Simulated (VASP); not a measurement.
Input of a VASP 6.6.1 run:

File POSCAR:

```
Sn
1.0
    0.0000000000      3.6853407124      2.6055358837
    3.6853407124      0.0000000000      2.6055358837
    3.6853407124      3.6853407124      0.0000000000
Sn
2
Direct
    0.5000000000      0.5000000000      0.5000000000
    0.7500000000      0.7500000000      0.7500000000
```

File INCAR.step1:

```
PREC     = Accurate       # precision mode
ENCUT    = 520            # plane-wave cutoff, eV
ISMEAR   = 0              # smearing method
SIGMA    = 0.15           # smearing width, eV
LREAL    = False          # projectors in reciprocal space
LASPH    = True           # aspherical terms in the spheres
NELM     = 80             # most SCF steps
NBANDS   = 21             # bands
GGA      = PE             # functional
ALGO     = Normal         # electronic algorithm
EDIFF    = 1E-4           # SCF threshold, eV
LWAVE    = True           # write WAVECAR
LCHARG   = False          # write CHGCAR
```

The input INCAR.step2:

```
PREC     = Accurate       # precision mode
ENCUT    = 520            # plane-wave cutoff, eV
EDIFF    = 1E-7           # SCF threshold, eV
ISMEAR   = 0              # smearing method
SIGMA    = 0.15           # smearing width, eV
LREAL    = False          # projectors in reciprocal space
LASPH    = True           # aspherical terms in the spheres
NELM     = 80             # most SCF steps
ALGO     = Normal         # electronic algorithm
ISIF     = 2              # what is computed and relaxed
LWAVE    = False          # write WAVECAR
LCHARG   = False          # write CHGCAR
METAGGA  = R2SCAN         # meta-GGA
LMIXTAU  = True         
NBANDS   = 21             # bands
ISTART   = 1
```

Contents of KPOINTS:

```
Automatic mesh
0
Gamma
  18 18 18
```

Potentials or basis: VASP PAW PBE potentials, release 64 (Sn_d).

Launch:

```sh
$ cat potpaw_PBE.64/Sn_d/POTCAR > POTCAR
$ cp INCAR.step1 INCAR
$ mpirun -np 1 vasp_std > vasp.out
$ cp INCAR.step2 INCAR
$ mpirun -np 1 vasp_std > vasp.out
```

**Question.** What does it give for the band gap on the k mesh?

**Answer.** Zero (bands 14 and 15 overlap by 1.40 eV).

**Question.** Predict the pressure.

**Answer.** -1.5 GPa.

Stress tensor (GPa, compression positive):
```
-3.07  0.00  0.00
 0.00 -3.07  0.00
 0.00  0.00  1.59
```

Caveat: the PAW data sets were made with another functional, which shifts forces and pressure a little; spin-orbit coupling is left out, which moves the levels of the heavy elements.
